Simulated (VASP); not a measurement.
AlAs: single point with LDA

The system is AlAs.

```xyz
2
Lattice="0.0000 2.7171 2.7171 2.7171 0.0000 2.7171 2.7171 2.7171 0.0000" Properties=species:S:1:pos:R:3 pbc="T T T"
Al    0.0000    0.0000    0.0000
As    4.0757    4.0757    4.0757
```

| Quantity | Value |
| --- | --- |
| Program | VASP 6.6.1 |
| Task | single point |
| Functional | LDA |
| Potentials or basis | VASP PAW LDA potentials, release 64 (Al, As) |
| Cutoff | 500 eV |
| k mesh | 8 × 8 × 8 |
| Occupations | gaussian, width 0.01 eV |
| Spin | no spin polarisation |
| Dipole correction | no |
| Further INCAR settings | ALGO = Normal; EDIFF = 1e-06; NBANDS = 11 |

```json
{
  "Pressure": "10.5 GPa",
  "Band gap on the k mesh": "1.11 eV, indirect (least direct gap 2.89 eV)"
}
```

Levels at points of the mesh, in eV from the valence-band top:
| k point | band 2 | band 3 | band 4 | band 5 | band 6 | band 7 |
| --- | --- | --- | --- | --- | --- | --- |
| (0.00, 0.00, 0.00) | 0.00 | 0.00 | 0.00 | 2.89 | 4.46 | 4.46 |
| (0.50, 0.00, 0.00) | -6.18 | -0.91 | -0.91 | 2.50 | 4.71 | 4.71 |
| (0.50, 0.50, 0.00) | -5.90 | -2.46 | -2.46 | 1.11 | 2.19 | 11.15 |

Wall time 8.2 s on 1 thread of Intel Xeon 6975P-C, on a shared host, peak memory 0.14 GiB.

A k mesh can miss the band edges. Expect the measured gap to be larger: semilocal functionals such as LDA lack the derivative discontinuity.
